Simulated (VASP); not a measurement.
# GaSe (P6_3/mmc) in VASP: further runs, part 2 of 2

VASP 6.6.1.

### Step 3. Relaxation of cell and atoms, PBE

This run uses another cell than the first one, of 24.56 Å³/atom.

The input, INCAR:

```
SYSTEM = GaSe
PREC = Accurate
ENCUT = 500
EDIFF = 1E-7
ISMEAR = 0
SIGMA = 0.02
LREAL = .False.
LASPH = .True.
NELM = 120
ALGO = Normal
ISIF = 3
LWAVE = .False.
LCHARG = .False.
GGA = PE
IBRION = 2
NSW = 70
EDIFFG = -0.005
GGA_COMPAT = .False.
NELMIN = 4
```

The input, KPOINTS:

```
Automatic mesh
0
Gamma
  9 9 2
  0 0 0
```

The input, POSCAR:

```
GaSe
1.0
    3.7694983809      0.0000000000      0.0000000000
   -1.8847491905      3.2644813574      0.0000000000
    0.0000000000      0.0000000000     15.9651750239
Ga Se
4 4
Direct
    0.3333333333      0.6666666667      0.1734826700
    0.6666666667      0.3333333333      0.6734826700
    0.3333333333      0.6666666667      0.3265173300
    0.6666666667      0.3333333333      0.8265173300
    0.3333333333      0.6666666667      0.5996966666
    0.6666666667      0.3333333333      0.0996966666
    0.3333333333      0.6666666667      0.9003033334
    0.6666666667      0.3333333333      0.4003033334
```

Potentials or basis: VASP PAW PBE potentials, release 64 (Ga_d, Se).

The run is started by

```bash
$ cat potpaw_PBE.64/Ga_d/POTCAR potpaw_PBE.64/Se/POTCAR > POTCAR
$ mpirun -np 1 vasp_std > vasp.out
```

OUTCAR:

```text
SYSTEM = GaSe
   PREC = Accurate
   ENCUT = 500
   EDIFF = 1E-7
   ISMEAR = 0
   LREAL = .False.
   LASPH = .True.
   NELM = 120
   ISIF = 3
   GGA = PE
   IBRION = 2
   NSW = 70
   EDIFFG = -0.005
   NELMIN = 4

 ion  position               nearest neighbor table
   1  0.333  0.667  0.173-   3 2.44   6 2.47   6 2.47   6 2.47
   2  0.667  0.333  0.673-   4 2.44   5 2.47   5 2.47   5 2.47
   3  0.333  0.667  0.327-   1 2.44   8 2.47   8 2.47   8 2.47
   4  0.667  0.333  0.827-   2 2.44   7 2.47   7 2.47   7 2.47
   5  0.333  0.667  0.600-   2 2.47   2 2.47   2 2.47
   6  0.667  0.333  0.100-   1 2.47   1 2.47   1 2.47
   7  0.333  0.667  0.900-   4 2.47   4 2.47   4 2.47
   8  0.667  0.333  0.400-   3 2.47   3 2.47   3 2.47

  LATTYP: Found a hexagonal cell.
 ALAT       =     3.7694983809
 C/A-ratio  =     4.2353579736

  Lattice vectors:

 A1 = (   3.7694983809,   0.0000000000,   0.0000000000)
 A2 = (  -1.8847491905,   3.2644813574,   0.0000000000)
 A3 = (   0.0000000000,   0.0000000000,  15.9651750239)

Analysis of symmetry for initial positions (statically):
=====================================================================
 Subroutine PRICEL returns:
 Original cell was already a primitive cell.

[... 186 lines left out ...]
------------------------ aborting loop because EDIFF is reached ----------------------------------------

  FORCE on cell =-STRESS in cart. coord.  units (eV):
  Direction    XX          YY          ZZ          XY          YZ          ZX
  --------------------------------------------------------------------------------------
  -------------------------------------------------------------------------------------
  Total        2.5728070      2.5728070      2.7319557     -0.0000000      0.0000000      0.0000000
  in kB       20.9819743     20.9819743     22.2798778     -0.0000000      0.0000000      0.0000000
  external PRESSURE =      21.4146088 kB  Pullay stress =       0.0000000 kB
[... 107 lines left out ...]
  FREE ENERGIE OF THE ION-ELECTRON SYSTEM (eV)
  ---------------------------------------------------
  free  energy   TOTEN  =       -30.2792795406 eV

  energy  without entropy=      -30.2792795406  energy(sigma->0) =      -30.27927954

[... ionic steps 4 to 19 ...]

--------------------------------------- Ionic step       20  -------------------------------------------

 number of electron      76.0000016 magnetization

------------------------ aborting loop because EDIFF is reached ----------------------------------------
[... 79 lines left out ...]
--------------------------------------- Ionic step       22  -------------------------------------------

 number of electron      76.0000017 magnetization

 Free energy of the ion-electron system (eV)
  ---------------------------------------------------
  ext. energy  EPLUGINS =         0.00000000
  ---------------------------------------------------
  free energy    TOTEN  =       -30.35526615 eV

  energy without entropy =      -30.35526615  energy(sigma->0) =      -30.35526615

 E-fermi :   2.1395     XC(G=0):  -8.5562

 val. band max:        2.0219887624   @ k =   0.0000   0.0000   0.0000
 cond. band min:       3.2008722504   @ k =   0.0000   0.0000   0.0000
 fundamental gap:      1.1788834879
 Fermi energy:         2.1394556079

 k-point     1 :       0.0000    0.0000    0.0000
  band No.  band energies     occupation
      1     -12.7107      2.00000
      2     -12.7106      2.00000
      3     -12.5995      2.00000
      4     -12.5995      2.00000
      5     -12.5995      2.00000
      6     -12.5995      2.00000
[... 1176 lines left out ...]
  FREE ENERGIE OF THE ION-ELECTRON SYSTEM (eV)
  ---------------------------------------------------
  free  energy   TOTEN  =       -30.3552661546 eV

  energy  without entropy=      -30.3552661546  energy(sigma->0) =      -30.35526615

 reached required accuracy - stopping structural energy minimisation
```

OSZICAR:

```text
N       E                     dE             d eps       ncg     rms          rms(c)
DAV:   1     0.733061523130E+03    0.73306E+03   -0.34252E+04  2271   0.231E+03
DAV:   2     0.964775095742E+02   -0.63658E+03   -0.62095E+03  2328   0.621E+02
DAV:   3    -0.221973308125E+02   -0.11867E+03   -0.11361E+03  2662   0.182E+02
[... 226 lines left out ...]
DAV:   1    -0.303552839406E+02   -0.24017E-04   -0.24777E-03  2880   0.288E-01    0.307E-02
DAV:   2    -0.303552735330E+02    0.10408E-04   -0.13820E-04  2967   0.111E-01    0.153E-02
DAV:   3    -0.303552667490E+02    0.67840E-05   -0.23964E-05  3098   0.271E-02    0.447E-03
DAV:   4    -0.303552662376E+02    0.51143E-06   -0.31730E-06  2689   0.112E-02    0.164E-03
DAV:   5    -0.303552661546E+02    0.82988E-07   -0.38789E-07  2105   0.386E-03
  22 F= -.30355266E+02 E0= -.30355266E+02  d E =-.777392E-04
```

CONTCAR:

```text
GaSe
   1.00000000000000
     3.8177573745034414   -0.0000000000006598   -0.0000000000000000
    -1.9088786873029326    3.3062748718225619    0.0000000000000000
     0.0000000000000000   -0.0000000000000000   17.5849695439547062
  Ga              Se
     4     4
Direct
     0.3333333332999970    0.6666666667000030    0.1797900846194544
     0.6666666667000030    0.3333333332999970    0.6797900846194546
     0.3333333332999970    0.6666666667000030    0.3202099153805455
     0.6666666667000030    0.3333333332999970    0.8202099153805454
     0.3333333332999970    0.6666666667000030    0.6130676186260493
     0.6666666667000030    0.3333333332999970    0.1130676186260492
     0.3333333332999970    0.6666666667000030    0.8869323813739507
     0.6666666667000030    0.3333333332999970    0.3869323813739509

  0.00000000E+00  0.00000000E+00  0.00000000E+00
  0.00000000E+00  0.00000000E+00  0.00000000E+00
  0.00000000E+00  0.00000000E+00  0.00000000E+00
  0.00000000E+00  0.00000000E+00  0.00000000E+00
  0.00000000E+00  0.00000000E+00  0.00000000E+00
  0.00000000E+00  0.00000000E+00  0.00000000E+00
  0.00000000E+00  0.00000000E+00  0.00000000E+00
  0.00000000E+00  0.00000000E+00  0.00000000E+00
```

It took 65 min on 1 thread of Intel Xeon Platinum 8259CL at 2.50GHz (Skylake/Cascade Lake), shared host; peak memory 0.4 GiB.

What came out:

```
Free energy                           : -30.3553 eV
Relaxed volume                        : 27.75 Å³/atom
Relaxed cell                          : a = 3.818 Å, b = 3.818 Å, c = 17.585 Å, α = 90.00°, β = 90.00°, γ = 120.00°
Space group after relaxing (to 0.1 Å) : P6_3/mmc (No. 194)
Energy gained by relaxing             : 15.4 meV/atom
Ionic steps                           : 22
Pressure after relaxing               : 0.0 GPa
Band gap on the k mesh                : 1.18 eV
```

Forces on the atoms (eV/Å):
```
Ga   0.000  0.000  0.002
Ga   0.000  0.000  0.002
Ga   0.000  0.000 -0.002
Ga   0.000  0.000 -0.002
Se   0.000  0.000  0.003
Se   0.000  0.000  0.003
Se   0.000  0.000 -0.003
Se   0.000  0.000 -0.003
```

Step by step:
```tsv
step	energy change (eV)	largest force (eV/Å)	pressure (GPa)	volume (Å³)
1	0.0000	0.0212	2.14	196.46
2	-0.0438	0.3116	-0.53	205.94
3	-0.0475	0.2409	0.01	203.78
4	-0.0568	0.1627	0.03	204.81
5	-0.0603	0.2140	0.04	205.87
6	-0.0681	0.1744	-0.01	206.75
7	-0.0809	0.0473	-0.11	209.38
8	-0.0817	0.0135	-0.13	210.19
9	-0.0886	0.0198	-0.04	210.67
10	-0.1035	0.0651	0.23	212.06
11	-0.1092	0.1682	0.89	214.74
12	-0.1136	0.1361	0.77	215.94
13	-0.1211	0.0392	0.37	219.56
14	-0.1220	0.0053	0.21	221.21
15	-0.1220	0.0125	0.19	221.48
16	-0.1226	0.0140	0.13	221.62
17	-0.1234	0.0194	-0.02	222.05
18	-0.1234	0.0197	-0.03	222.07
19	-0.1235	0.0090	-0.01	222.01
20	-0.1235	0.0053	-0.01	221.98
21	-0.1235	0.0082	0.01	221.94
22	-0.1235	0.0029	0.00	221.97
```

Final structure:
```
CELL_PARAMETERS angstrom
3.81776 0.00000 0.00000
-1.90888 3.30627 0.00000
0.00000 0.00000 17.58497
ATOMIC_POSITIONS crystal
Ga 0.33333 0.66667 0.17979
Ga 0.66667 0.33333 0.67979
Ga 0.33333 0.66667 0.32021
Ga 0.66667 0.33333 0.82021
Se 0.33333 0.66667 0.61307
Se 0.66667 0.33333 0.11307
Se 0.33333 0.66667 0.88693
Se 0.66667 0.33333 0.38693
```

Levels at points of the mesh, in eV from the valence-band top:
| k point | band 36 | band 37 | band 38 | band 39 | band 40 | band 41 |
| --- | --- | --- | --- | --- | --- | --- |
| (0.00, 0.00, 0.00) | -0.86 | -0.85 | 0.00 | 1.18 | 1.78 | 2.44 |
| (0.00, 0.00, 0.50) | -0.87 | -0.47 | -0.47 | 1.53 | 1.53 | 2.44 |

Caveat: an odd mesh through Γ misses points on the zone boundary, where band edges can lie; this functional lacks dispersion, which binds the layers, so the pressure and a relaxed spacing across them are unreliable. PBE usually gives volumes a little too large and moduli too small.
